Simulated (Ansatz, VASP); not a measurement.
Cu: VASP beside Ansatz

File INCAR:

```
SYSTEM = Cu
ALGO     = Normal         ! electronic algorithm
EDIFF    = 1E-8           ! SCF threshold, eV
ENCUT    = 520            ! plane-wave cutoff, eV
GGA      = PS             ! functional
ISIF     = 2              ! what is computed and relaxed
ISMEAR   = -1             ! smearing method
LASPH    = .True.         ! aspherical terms in the spheres
LCHARG   = .False.        ! write CHGCAR
LEFG     = .True.       
LREAL    = .False.        ! projectors in reciprocal space
LWAVE    = .False.        ! write WAVECAR
NBANDS   = 12             ! bands
NELM     = 60             ! most SCF steps
PREC     = Accurate       ! precision mode
SIGMA    = 0.08           ! smearing width, eV
```

Contents of KPOINTS:

```
k-points
0
Gamma
  19 19 19
  0 0 0
```

Contents of POSCAR:

```
Cu
1.0
    0.0000000000      1.7713500000      1.8075000000
    1.7713500000      0.0000000000      1.8075000000
    1.7713500000      1.7713500000      0.0000000000
Cu
1
Direct
    0.0000000000      0.0000000000      0.0000000000
```

Input for Ansatz:

```yaml
crystal:
  lattice:
    - [0.0, 1.77135, 1.8075]
    - [1.77135, 0.0, 1.8075]
    - [1.77135, 1.77135, 0.0]
  atoms:
    - { symbol: Cu, position: [0.0, 0.0, 0.0] }
kpoints:
  mp_grid: { grid: [19, 19, 19] }
scf:
  occupations: { method: fermi_dirac, width: 0.08 }
hamiltonian:
  xc: pbesol
  pseudopotentials: { kind: paw }
output:
  forces: true
  stress: true
  eigenvalues: true
  efg: { contact_densities: true }
```

Change from the starting cell: equal xx and yy strain of -2 %, PAW files.

Alike in both runs: task electric field gradients; functional PBEsol; k mesh 19 × 19 × 19; occupations fermi-dirac, width 0.08 eV; no spin polarisation.

```csv
,VASP,Ansatz
version,VASP 6.6.1,Ansatz 0.2.0
potentials or method,"VASP PAW PBE potentials, release 64 (Cu)","PAW with Ansatz's default frozen-core files, scalar-relativistic"
plane-wave cutoff (eV),520,420
valence electrons in the cell,11,19
```

VASP gave:

- pressure (GPa): 0.2
- traceless stress, the component that is largest in VASP (GPa): -0.81
- size of Vzz on the site where it differs most (V/Å²): 0.3

Q: What did Ansatz give for the same quantities?

A: Pressure (GPa): -0.5; traceless stress, the component that is largest in VASP (GPa): -0.83; size of Vzz on the site where it differs most (V/Å²): 0.2.

VASP's potentials were made for PBE, not for PBEsol. With one functional, cell and mesh, what is left measures potentials, basis and numerics. VASP's potentials hold 11 valence electrons a cell and Ansatz's 19, so a difference there can come from the potentials and not from the codes.
